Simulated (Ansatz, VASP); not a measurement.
CuNi2 in VASP and in Ansatz

```
CELL_PARAMETERS angstrom
0.00000 3.27714 3.27714
3.27714 0.00000 3.27714
3.27714 3.27714 0.00000
ATOMIC_POSITIONS crystal
Cu 0.00000 0.00000 0.00000
Cu 0.25000 0.25000 0.25000
Ni 0.62500 0.62500 0.62500
Ni 0.12500 0.62500 0.62500
Ni 0.62500 0.62500 0.12500
Ni 0.62500 0.12500 0.62500
```

Alike in both runs: functional PBE; k mesh 6 × 6 × 6; occupations gaussian, width 0.1 eV; no spin polarisation.

Ansatz relaxed the structure, and its values are those at the end. VASP's run is a single point on that final structure, the one shown.

```csv
,VASP,Ansatz
version,VASP 6.6.1,Ansatz 0.2.0
potentials or method,"VASP PAW PBE potentials, release 64 (Cu, Ni), cutoff 520 eV","scalar-relativistic, plane waves, PAW"
valence electrons in the cell,62,110
```

|  | VASP | Ansatz | Ansatz less VASP |
| --- | --- | --- | --- |
| gap on the k mesh at the Fermi level (eV) | none | none | - |
| pressure (GPa) | 0.1 | 0.1 | -0.08 |

A gap of «none» marks a metal or a gap that the smearing closes. VASP's potentials hold 62 valence electrons a cell and Ansatz's 110, so a difference there can come from the potentials and not from the codes.
